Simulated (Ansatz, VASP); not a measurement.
# SrCo3 in VASP and in Ansatz

Contents of INCAR:

```
PREC = Accurate ; ENCUT = 520
EDIFF = 1E-6 ; ISMEAR = 0
SIGMA = 0.05 ; LREAL = F
LASPH = T ; NELM = 150
ALGO = Fast ; ISIF = 2
LWAVE = F ; LCHARG = T
ISPIN = 2 ; MAGMOM = 0 1.62 1.62 1.62
LORBIT = 11 ; LMAXMIX = 4
GGA = PS ; LELF = T
LVHAR = T ; NBANDS = 30
```

Contents of KPOINTS:

```
regular mesh
0
Gamma
  8 8 8
```

Contents of POSCAR:

```
SrCo3
1.0
    3.9361040056      0.0000000000      0.0000000000
    0.0000000000      3.9361040056      0.0000000000
    0.0000000000      0.0000000000      3.9361040056
Sr Co
1 3
Direct
    0.0000000000      0.0000000000      0.0000000000
    0.0000000000      0.5000000000      0.5000000000
    0.5000000000      0.5000000000      0.0000000000
    0.5000000000      0.0000000000      0.5000000000
```

Input for Ansatz:

```yaml
crystal:
  lattice:
    - [3.9361040056, 0.0, 0.0]
    - [0.0, 3.9361040056, 0.0]
    - [0.0, 0.0, 3.9361040056]
  atoms:
    - { symbol: Sr, position: [0.0, 0.0, 0.0] }
    - { symbol: Co, position: [0.0, 0.5, 0.5], spin: 1.62 }
    - { symbol: Co, position: [0.5, 0.5, 0.0], spin: 1.62 }
    - { symbol: Co, position: [0.5, 0.0, 0.5], spin: 1.62 }
basis:
  ecutwfc: 420
  ecutrho_ratio: 4
kpoints:
  mp_grid: { grid: [8, 8, 8] }
hamiltonian:
  xc: pbesol
scf:
  occupations: { method: gaussian, width: 0.05 }
output:
  forces: true
  stress: true
  eigenvalues: true
  populations: true
magnetization:
  spin_polarized: true
```

Alike in both runs: task single point; functional PBEsol; k mesh 8 × 8 × 8; occupations gaussian, width 0.05 eV; collinear spin.

|  | VASP | Ansatz |
| --- | --- | --- |
| version | VASP 6.6.1 | Ansatz 0.2.0 |
| potentials or method | VASP PAW PBE potentials, release 64 (Sr_sv, Co), cutoff 520 eV | scalar-relativistic, plane waves, PAW |
| valence electrons in the cell | 37 | 61 |

```tsv
	VASP	Ansatz	Ansatz less VASP
gap on the k mesh at the Fermi level (eV)	none	none	-
pressure (GPa)	-1.4	-1.8	-0.38
net moment per atom (μB)	1.03	1.03	+0.007
size of the moment on the site where the two differ most (μB)	1.46	1.49	+0.026
```

VASP's potentials were made for PBE, not for PBEsol. Site moments also hang on the region over which each program counts them. A gap of «none» marks a metal or a gap that the smearing closes. The functional is the same, so the differences come from potentials, cutoffs and numerics. VASP's potentials hold 37 valence electrons a cell and Ansatz's 61, so a difference there can come from the potentials and not from the codes.
